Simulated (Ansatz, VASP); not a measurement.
# GaN in VASP and in Ansatz

The input INCAR:

```
SYSTEM = GaN
  PREC = Accurate
  ENCUT = 520
  EDIFF = 1E-7
  ISMEAR = -1
  SIGMA = 0.1
  LREAL = .FALSE.
  LASPH = .TRUE.
  NELM = 80
  ALGO = Normal
  ISIF = 2
  LWAVE = .FALSE.
  LCHARG = .TRUE.
  GGA = PE
  LELF = .TRUE.
  LVHAR = .TRUE.
  NBANDS = 26
```

The input KPOINTS:

```
regular mesh
0
G
  13 13 7
  0 0 0
```

File POSCAR:

```
GaN
1.0
    2.7422887862      0.0000000000      0.0000000000
   -1.3711443931      2.3748917534      0.0000000000
    0.0000000000      0.0000000000      4.6210881427
Ga N
2 2
Direct
    0.3333333333      0.6666666667      0.0052088528
    0.6666666667      0.3333333333      0.5052088528
    0.3333333333      0.6666666667      0.3707911472
    0.6666666667      0.3333333333      0.8707911472
```

Input for Ansatz:

```yaml
crystal:
  lattice:
    - [2.7422887862, 0.0, 0.0]
    - [-1.3711443931, 2.3748917534, 0.0]
    - [0.0, 0.0, 4.6210881427]
  atoms:
    - { symbol: Ga, position: [0.3333333333, 0.6666666667, 0.0052088528] }
    - { symbol: Ga, position: [0.6666666667, 0.3333333333, 0.5052088528] }
    - { symbol: "N", position: [0.3333333333, 0.6666666667, 0.3707911472] }
    - { symbol: "N", position: [0.6666666667, 0.3333333333, 0.8707911472] }
kpoints:
  mp_grid: { grid: [13, 13, 7] }
scf:
  occupations: { method: fermi_dirac, width: 0.1 }
hamiltonian:
  xc: pbe
  pseudopotentials: { kind: all_electron, lapw: { basis_error: 0.001 } }
output:
  forces: true
  stress: true
  eigenvalues: true
  populations: true
```

Change from the starting cell: volume scaled by 0.64, LAPW.

Alike in both runs: task single point; functional PBE; k mesh 13 × 13 × 7; occupations fermi-dirac, width 0.1 eV; no spin polarisation.

```csv
,VASP,Ansatz
version,VASP 6.6.1,Ansatz 0.2.0
potentials or method,"VASP PAW PBE potentials, release 64 (Ga_d, N), cutoff 520 eV","all-electron LAPW, scalar-relativistic"
```

```csv
,VASP,Ansatz,Ansatz less VASP
gap on the k mesh at the Fermi level (eV),4.19,4.20,+0.011
pressure (GPa),197.6,199.0,+1.42
"traceless stress, the component that is largest in VASP (GPa)",-0.22,-0.01,+0.210
rms of the force components (eV/Å),0.001,0.004,+0.0029
```

Atom by atom the forces differ by 0.003 eV/Å (rms over components). Both programs put the cell under a high pressure, so it lies far from rest at this level. Ansatz ran all-electron here, and VASP with PAW potentials.

Noted on VASP's run: the cell as given lies far from equilibrium.
